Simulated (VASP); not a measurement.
# BaZnPF (P4/nmm) in VASP: single point with r2SCAN

Aim: the single point of BaZnPF with r2SCAN.

Program: VASP 6.6.1. These are calculated values, not measurements. Logs are shortened: lines on timing, memory, paths and dates and some standing lists are left out, and cuts for length are marked.

### 1 The cell of the first run

Symmetry: P4/nmm, No. 129, tetragonal system. The conventional cell has a = 4.144 Å, b = 4.144 Å, c = 9.486 Å, α = 90.00°, β = 90.00°, γ = 90.00°. Within 3.5 Å of Ba (site symmetry 4mm) lie 4 F at 2.62 Å and 4 P at 3.41 Å. Zn (site symmetry -4m2) has 4 P at 2.50 Å and 4 Zn at 2.93 Å within 3.3 Å. Within 3.5 Å of P (site symmetry 4mm) lie 4 Zn at 2.50 Å and 4 Ba at 3.41 Å. F (site symmetry -4m2) has 4 Ba at 2.62 Å and 4 F at 2.93 Å within 3.5 Å.

### 2 Single point, r2SCAN

POSCAR reads:

```
BaZnPF
1.0
    4.1435287257      0.0000000000      0.0000000000
    0.0000000000      4.1435287257      0.0000000000
    0.0000000000      0.0000000000      9.4858854142
Ba Zn P F
2 2 2 2
Direct
    0.2500000000      0.2500000000      0.3311917538
    0.7500000000      0.7500000000      0.6688082462
    0.2500000000      0.7500000000      0.0000000000
    0.7500000000      0.2500000000      0.0000000000
    0.7500000000      0.7500000000      0.1469058236
    0.2500000000      0.2500000000      0.8530941764
    0.2500000000      0.7500000000      0.5000000000
    0.7500000000      0.2500000000      0.5000000000
```

INCAR.step1 reads:

```
SYSTEM = BaZnPF
PREC     = Accurate       ! precision mode
ENCUT    = 520            ! plane-wave cutoff, eV
ISMEAR   = -1             ! smearing method
SIGMA    = 0.0231         ! smearing width, eV
LREAL    = .False.        ! projectors in reciprocal space
LASPH    = .True.         ! aspherical terms in the spheres
NELM     = 100            ! most SCF steps
NBANDS   = 44             ! bands
GGA      = PE             ! functional
ALGO     = Normal         ! electronic algorithm
EDIFF    = 1E-4           ! SCF threshold, eV
LWAVE    = .True.         ! write WAVECAR
LCHARG   = .False.        ! write CHGCAR
```

INCAR.step2 reads:

```
SYSTEM = BaZnPF
PREC     = Accurate       ! precision mode
ENCUT    = 520            ! plane-wave cutoff, eV
EDIFF    = 1E-6           ! SCF threshold, eV
ISMEAR   = -1             ! smearing method
SIGMA    = 0.0231         ! smearing width, eV
LREAL    = .False.        ! projectors in reciprocal space
LASPH    = .True.         ! aspherical terms in the spheres
NELM     = 100            ! most SCF steps
ALGO     = Normal         ! electronic algorithm
ISIF     = 2              ! what is computed and relaxed
LWAVE    = .False.        ! write WAVECAR
LCHARG   = .True.         ! write CHGCAR
METAGGA  = R2SCAN         ! meta-GGA
LMIXTAU  = .True.       
LELF     = .True.         ! ELF
LVHAR    = .True.       
NBANDS   = 44             ! bands
ISTART   = 1
```

KPOINTS reads:

```
Automatic mesh
0
Gamma
  6 6 4
  0 0 0
```

Potentials or basis: VASP PAW PBE potentials, release 64 (Ba_sv, Zn, P, F).

Started as:

```bash
> cat potpaw_PBE.64/Ba_sv/POTCAR potpaw_PBE.64/Zn/POTCAR potpaw_PBE.64/P/POTCAR potpaw_PBE.64/F/POTCAR > POTCAR
> cp INCAR.step1 INCAR
> mpirun -np 1 vasp_std > vasp.out
> cp INCAR.step2 INCAR
> mpirun -np 1 vasp_std > vasp.out
```

OUTCAR:

```text
SYSTEM = BaZnPF
   PREC = Accurate
   ENCUT = 520
   EDIFF = 1E-6
   ISMEAR = -1
   LREAL = .False.
   LASPH = .True.
   NELM = 100
   ISIF = 2
   METAGGA = R2SCAN
   ISTART = 1

 ion  position               nearest neighbor table
   1  0.250  0.250  0.331-   7 2.62   8 2.62   7 2.62   8 2.62   5 3.41   5 3.41   5 3.41   5 3.41
                             4 3.76   3 3.76   4 3.76   3 3.76   2 4.34   2 4.34   2 4.34   2 4.34
   2  0.750  0.750  0.669-   7 2.62   8 2.62   8 2.62   7 2.62   6 3.41   6 3.41   6 3.41   6 3.41
                             3 3.76   4 3.76   4 3.76   3 3.76   1 4.34   1 4.34   1 4.34   1 4.34
   3  0.250  0.750  0.000-   5 2.50   6 2.50   6 2.50   5 2.50   4 2.93   4 2.93   4 2.93   4 2.93
                             2 3.76   1 3.76   2 3.76   1 3.76
   4  0.750  0.250  0.000-   5 2.50   6 2.50   5 2.50   6 2.50   3 2.93   3 2.93   3 2.93   3 2.93
                             1 3.76   2 3.76   2 3.76   1 3.76
   5  0.750  0.750  0.147-   3 2.50   4 2.50   4 2.50   3 2.50   1 3.41   1 3.41   1 3.41   1 3.41

   6  0.250  0.250  0.853-   3 2.50   4 2.50   3 2.50   4 2.50   2 3.41   2 3.41   2 3.41   2 3.41

   7  0.250  0.750  0.500-   1 2.62   2 2.62   1 2.62   2 2.62
   8  0.750  0.250  0.500-   1 2.62   2 2.62   2 2.62   1 2.62

  LATTYP: Found a simple tetragonal cell.
 ALAT       =     4.1435287257
 C/A-ratio  =     2.2893253654

  Lattice vectors:

 A1 = (   4.1435287257,   0.0000000000,   0.0000000000)
 A2 = (   0.0000000000,   4.1435287257,   0.0000000000)
 A3 = (   0.0000000000,   0.0000000000,   9.4858854142)

Analysis of symmetry for initial positions (statically):
=====================================================================
 Subroutine PRICEL returns:
 Original cell was already a primitive cell.

 Routine SETGRP: Setting up the symmetry group for a
 simple tetragonal supercell.

 Subroutine GETGRP returns: Found 16 space group operations
 (whereof  4 operations were pure point group operations)
 out of a pool of 16 trial point group operations.

The static configuration has the point symmetry C_2h.
 The point group associated with its full space group is D_4h.

Analysis of symmetry for dynamics (positions and initial velocities):
=====================================================================
 Subroutine PRICEL returns:
 Original cell was already a primitive cell.

 Routine SETGRP: Setting up the symmetry group for a
 simple tetragonal supercell.

 Subroutine GETGRP returns: Found 16 space group operations
 (whereof  4 operations were pure point group operations)
 out of a pool of 16 trial point group operations.

The dynamic configuration has the point symmetry C_2h.
 The point group associated with its full space group is D_4h.

 Subroutine INISYM returns: Found 16 space group operations
 (whereof  4 operations are pure point group operations),
 and found     1 'primitive' translations

----------------------------------------------------------------------------------------

                                     Primitive cell

  volume of cell :     162.8616

  direct lattice vectors                    reciprocal lattice vectors
     4.143528726  0.000000000  0.000000000     0.241340188  0.000000000  0.000000000
     0.000000000  4.143528726  0.000000000     0.000000000  0.241340188  0.000000000
     0.000000000  0.000000000  9.485885414     0.000000000  0.000000000  0.105419785

  length of vectors
     4.143528726  4.143528726  9.485885414     0.241340188  0.241340188  0.105419785

  position of ions in fractional coordinates (direct lattice)
     0.250000000  0.250000000  0.331191754
     0.750000000  0.750000000  0.668808246
     0.250000000  0.750000000  0.000000000
     0.750000000  0.250000000  0.000000000
     0.750000000  0.750000000  0.146905824
     0.250000000  0.250000000  0.853094176
     0.250000000  0.750000000  0.500000000
     0.750000000  0.250000000  0.500000000

  ion indices of the primitive-cell ions
   primitive index   ion index
                 1           1
                 2           2
                 3           3
                 4           4
                 5           5
                 6           6
                 7           7
                 8           8

----------------------------------------------------------------------------------------

 KPOINTS: Automatic mesh

Automatic generation of k-mesh.
 Grid dimensions read from file:
 generate k-points for:    6    6    4

 Generating k-lattice:

  Cartesian coordinates                     Fractional coordinates (reciprocal lattice)
     0.040223365  0.000000000  0.000000000     0.166666667  0.000000000  0.000000000
     0.000000000  0.040223365  0.000000000     0.000000000  0.166666667  0.000000000
     0.000000000  0.000000000  0.026354946     0.000000000  0.000000000  0.250000000

  Length of vectors
     0.040223365  0.040223365  0.026354946

  Shift w.r.t. Gamma in fractional coordinates (k-lattice)
     0.000000000  0.000000000  0.000000000

 Subroutine IBZKPT returns following result:
 ===========================================

 Found     30 irreducible k-points:

 Following reciprocal coordinates:
            Coordinates               Weight
  0.000000  0.000000  0.000000      1.000000
  0.166667  0.000000  0.000000      4.000000
  0.333333  0.000000  0.000000      4.000000
  0.500000  0.000000  0.000000      2.000000
  0.166667  0.166667  0.000000      4.000000
  0.333333  0.166667  0.000000      8.000000
[... 16 lines left out ...]
  0.333333  0.000000  0.500000      4.000000
  0.500000  0.000000  0.500000      2.000000
 [... further k-points ...]
   k-points           NKPTS =     30   k-points in BZ     NKDIM =     30   number of bands    NBANDS=     44
   number of dos      NEDOS =    301   number of ions     NIONS =      8
   total plane-waves  NPLWV =  73728
   dimension x,y,z NGX =    32 NGY =   32 NGZ =   72
   dimension x,y,z NGXF=    64 NGYF=   64 NGZF=  144
   ions per type =               2   2   2   2
   NGX,Y,Z   is equivalent  to a cutoff of  12.84, 12.84, 12.62 a.u.
   NGXF,Y,Z  is equivalent  to a cutoff of  25.68, 25.68, 25.24 a.u.
 SYSTEM =  BaZnPF
   PREC   = accura    normal or accurate (medium, high low for compatibility)
   ISTART =      1    job   : 0-new  1-cont  2-samecut
   ICHARG =      0    charge: 1-file 2-atom 10-const
   ISPIN  =      1    spin polarized calculation?
   LNONCOLLINEAR =      F non collinear calculations
   LSORBIT =      F    spin-orbit coupling
   LASPH  =      T    aspherical Exc in radial PAW
   ENCUT  =  520.0 eV  38.22 Ry    6.18 a.u.   7.70  7.70 17.64*2*pi/ulx,y,z
   NELM   =    100;   NELMIN=  2; NELMDL=  0     # of ELM steps
   EDIFF  = 0.1E-05   stopping-criterion for ELM
   LREAL  =      F    real-space projection
   EDIFFG = 0.1E-04   stopping-criterion for IOM
   NSW    =      0    number of steps for IOM
   IBRION =     -1    ionic relax: 0-MD 1-quasi-New 2-CG
   NFREE  =      0    steps in history (QN), initial steepest desc. (CG)
   ISIF   =      2    stress and relaxation
   ISYM   =      2    0-nonsym 1-usesym 2-fastsym
   POTIM  = 0.5000    time-step for ionic-motion
   TEBEG  =    0.0;   TEEND  =   0.0 temperature during run
   PSTRESS=    0.0 pullay stress
   NELECT =      68.0000    total number of electrons
   NUPDOWN=      -1.0000    fix difference up-down
   EMIN   =  10.00;   EMAX   =-10.00  energy-range for DOS
   EFERMI =   0.00;   METHOD = LEGACY
   ISMEAR =    -1;   SIGMA  =   0.02  broadening in eV -4-tet -1-fermi 0-gaus
   EFERMI_NEDOS =   21; number of points for ismear=-14 and -15
   IALGO  =     38    algorithm
   IMIX   =      4    mixing-type and parameters
     AMIX     =   0.40;   BMIX     =  1.00
     AMIX_MAG =   1.60;   BMIX_MAG =  1.00
  volume/ion in A,a.u.               =      20.36       137.38
  Fermi-wavevector in a.u.,A,eV,Ry     =   1.223597  2.312262 20.370489  1.497189
  Thomas-Fermi vector in A             =   2.358702
   LORBIT       =      0    0 simple, 1 ext, 2 COOP (PROOUT), +10 PAW based schemes
   METAGGA = R2SCAN    functional components
   LHFCALC =     F    Hartree Fock is set to
   AEXX    =    0.0000 exact exchange contribution
   IVDW    =     0    specifies the selected vdW correction
   LEPSILON=     F    determine dielectric tensor
   LRPA    =     F    only Hartree local field effects (RPA)
 non-spin polarized calculation
  energy-cutoff  :      520.00
  volume of cell :      162.86
 maximum number of plane-waves:      4428
 NGX is ok and might be reduce to    32
   NGX = 15   NGY = 15   NGZ = 35

 number of electron      67.9999958 magnetization

 Free energy of the ion-electron system (eV)
  ---------------------------------------------------
  ext. energy  EPLUGINS =         0.00000000
  ---------------------------------------------------
  free energy    TOTEN  =      -111.42509620 eV

  energy without entropy =     -111.42509619  energy(sigma->0) =     -111.42509620

 E-fermi :   3.5244     XC(G=0): -10.3080

 val. band max:        3.1373189608   @ k =   0.0000   0.0000   0.0000
 cond. band min:       3.8683230863   @ k =   0.0000   0.0000   0.0000
 fundamental gap:      0.7310041255
 Fermi energy:         3.5244497751

 k-point     1 :       0.0000    0.0000    0.0000
  band No.  band energies     occupation
      1     -25.1925      2.00000
      2     -24.9364      2.00000
      3     -21.8211      2.00000
      4     -21.7560      2.00000
      5      -9.8704      2.00000
      6      -9.8599      2.00000
[... 36 lines left out ...]
     43       8.8288      0.00000
     44       8.9279      0.00000

 k-point     2 :       0.1667    0.0000    0.0000
  band No.  band energies     occupation
      1     -25.1547      2.00000
      2     -24.9303      2.00000
      3     -21.8379      2.00000
      4     -21.7855      2.00000
      5      -9.9864      2.00000
      6      -9.9571      2.00000
[... 36 lines left out ...]
     43       8.5644      0.00000
     44       8.6340      0.00000

 k-point     3 :       0.3333    0.0000    0.0000
  band No.  band energies     occupation
      1     -25.0640      2.00000
      2     -24.9312      2.00000
      3     -21.8723      2.00000
      4     -21.8462      2.00000
      5     -10.1002      2.00000
      6     -10.0951      2.00000
[... 36 lines left out ...]
     43       8.5325      0.00000
     44       9.3221      0.00000

 k-point     4 :       0.5000    0.0000    0.0000
  band No.  band energies     occupation
      1     -24.9746      2.00000
      2     -24.9746      2.00000
      3     -21.8839      2.00000
      4     -21.8839      2.00000
      5     -10.1396      2.00000
      6     -10.1396      2.00000
[... 882 lines left out ...]
     43       8.8727      0.00000
     44       8.9221      0.00000

 k-point    23 :       0.3333    0.0000    0.5000
  band No.  band energies     occupation
      1     -25.0639      2.00000
      2     -24.9313      2.00000
      3     -21.8723      2.00000
      4     -21.8463      2.00000
      5     -10.1429      2.00000
      6     -10.0441      2.00000
[... 36 lines left out ...]
     43       8.7188      0.00000
     44       8.7774      0.00000

 k-point    24 :       0.5000    0.0000    0.5000
  band No.  band energies     occupation
      1     -24.9746      2.00000
      2     -24.9746      2.00000
      3     -21.8838      2.00000
      4     -21.8838      2.00000
      5     -10.1343      2.00000
      6     -10.1343      2.00000
[... 36 lines left out ...]
     43       8.9536      0.00000
     44       8.9536      0.00000

 [... further k-points ...]

------------------------ aborting loop because EDIFF is reached ----------------------------------------

  FORCE on cell =-STRESS in cart. coord.  units (eV):
  Direction    XX          YY          ZZ          XY          YZ          ZX
  --------------------------------------------------------------------------------------
  -------------------------------------------------------------------------------------
  Total        0.7081814      0.7081814      0.8065113      0.0000000      0.0000000     -0.0000000
  in kB        6.9668513      6.9668513      7.9341870      0.0000000      0.0000000     -0.0000000
  external PRESSURE =       7.2892965 kB  Pullay stress =       0.0000000 kB

 VOLUME and BASIS-vectors are now :
 -----------------------------------------------------------------------------
  energy-cutoff  :      520.00
  volume of cell :      162.86
      direct lattice vectors                 reciprocal lattice vectors
     4.143528726  0.000000000  0.000000000     0.241340188  0.000000000  0.000000000
     0.000000000  4.143528726  0.000000000     0.000000000  0.241340188  0.000000000
     0.000000000  0.000000000  9.485885414     0.000000000  0.000000000  0.105419785

 POSITION                                       TOTAL-FORCE (eV/Angst)
 -----------------------------------------------------------------------------------
      1.03588      1.03588      3.14165         0.000000      0.000000     -0.132638
      3.10765      3.10765      6.34424        -0.000000      0.000000      0.132638
      1.03588      3.10765      0.00000         0.000000      0.000000     -0.000000
      3.10765      1.03588      0.00000        -0.000000      0.000000      0.000000
      3.10765      3.10765      1.39353         0.000000      0.000000     -0.034498
      1.03588      1.03588      8.09235        -0.000000      0.000000      0.034498
      1.03588      3.10765      4.74294        -0.000000     -0.000000     -0.000000
      3.10765      1.03588      4.74294         0.000000     -0.000000      0.000000
 -----------------------------------------------------------------------------------
    total drift:                                0.000000     -0.000000     -0.000000

  FREE ENERGIE OF THE ION-ELECTRON SYSTEM (eV)
  ---------------------------------------------------
  free  energy   TOTEN  =      -111.4250961975 eV

  energy  without entropy=     -111.4250961930  energy(sigma->0) =     -111.42509620
```

Run time: 9.3 min. Hardware: 1 thread of Intel Xeon Platinum 8375C at 2.90GHz (Ice Lake), shared host; peak memory 0.42 GiB.

What came out:

```yaml
Free_energy: -111.4251 eV
Pressure: 0.7 GPa
Largest_force: 0.133 eV/Å
Band_gap_on_the_k_mesh: 0.73 eV
```

Forces on the atoms (eV/Å):
```
Ba   0.000  0.000 -0.133
Ba   0.000  0.000  0.133
Zn   0.000  0.000  0.000
Zn   0.000  0.000  0.000
P    0.000  0.000 -0.034
P    0.000  0.000  0.034
F    0.000  0.000  0.000
F    0.000  0.000  0.000
```

Caveat: the PAW data sets were made with another functional, which shifts forces and pressure a little; spin-orbit coupling is left out, which moves the levels of the heavy elements. A k mesh can miss the band edges.
